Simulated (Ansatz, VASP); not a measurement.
## Two plane-wave programs on Ba3Ir

The input INCAR:

```
  ALGO = Normal
  EDIFF = 1E-7
  EDIFFG = -0.01
  ENCUT = 500
  GGA = PE
  GGA_COMPAT = F
  IBRION = 2
  ISIF = 3
  ISMEAR = 0
  LASPH = T
  LCHARG = F
  LREAL = F
  LWAVE = F
  NELM = 120
  NELMIN = 4
  NSW = 100
  PREC = Accurate
  SIGMA = 0.1
```

File KPOINTS:

```
k-points
0
Gamma
  9 9 8
```

File POSCAR:

```
Ba3Ir
1.0
    5.8698882917      0.0000000000      0.0000000000
   -2.9349441459      5.0834723780      0.0000000000
    0.0000000000      0.0000000000      6.1635841153
Ba Ir
3 1
Direct
    0.0000000000      0.0000000000      0.5000000000
    0.3333333333      0.6666666667      0.0000000000
    0.6666666667      0.3333333333      0.0000000000
    0.0000000000      0.0000000000      0.0000000000
```

Input for Ansatz:

```yaml
crystal:
  lattice:
    - [5.8698882917, 0.0, 0.0]
    - [-2.9349441459, 5.083472378, 0.0]
    - [0.0, 0.0, 6.1635841153]
  atoms:
    - { symbol: Ba, position: [0.0, 0.0, 0.5] }
    - { symbol: Ba, position: [0.3333333333, 0.6666666667, 0.0] }
    - { symbol: Ba, position: [0.6666666667, 0.3333333333, 0.0] }
    - { symbol: Ir, position: [0.0, 0.0, 0.0] }
basis:
  ecutwfc: 420
kpoints:
  mp_grid: { grid: [9, 9, 8] }
hamiltonian:
  xc: pbe
scf:
  occupations: { method: gaussian, width: 0.1 }
output:
  forces: true
  stress: true
  eigenvalues: true
  write_density: true
  write_potential: true
  elf: true
  volumetric_format: npy
relax:
  adjacent_minimum: "off"
  f_tol: 0.01
  max_steps: 80
  cell: { stress_tol: 0.05 }
```

Change from the starting cell: species swapped into the Li3N type (P6/mmm, No. 191).

Alike in both runs: task relaxation of cell and atoms; functional PBE; k mesh 9 × 9 × 8; occupations gaussian, width 0.1 eV; no spin polarisation.

|  | VASP | Ansatz |
| --- | --- | --- |
| version | VASP 6.6.1 | Ansatz 0.2.0 |
| potentials or method | VASP PAW PBE potentials, release 64 (Ba_sv, Ir), cutoff 500 eV | scalar-relativistic, plane waves, PAW |
| valence electrons in the cell | 39 | 47 |

|  | VASP | Ansatz | Ansatz less VASP |
| --- | --- | --- | --- |
| gap on the k mesh at the Fermi level, each at its own relaxed structure (eV) | none | none | - |
| relaxed volume (Å³/atom) | 47.26 | 46.03 | -1.229 |
| relaxed cell length with the largest relative difference (Å) | 6.223 | 6.163 | -0.0599 |

A gap of «none» marks a metal or a gap that the smearing closes. VASP's potentials hold 39 valence electrons a cell and Ansatz's 47, so a difference there can come from the potentials and not from the codes.

Neither program's run includes spin-orbit coupling.
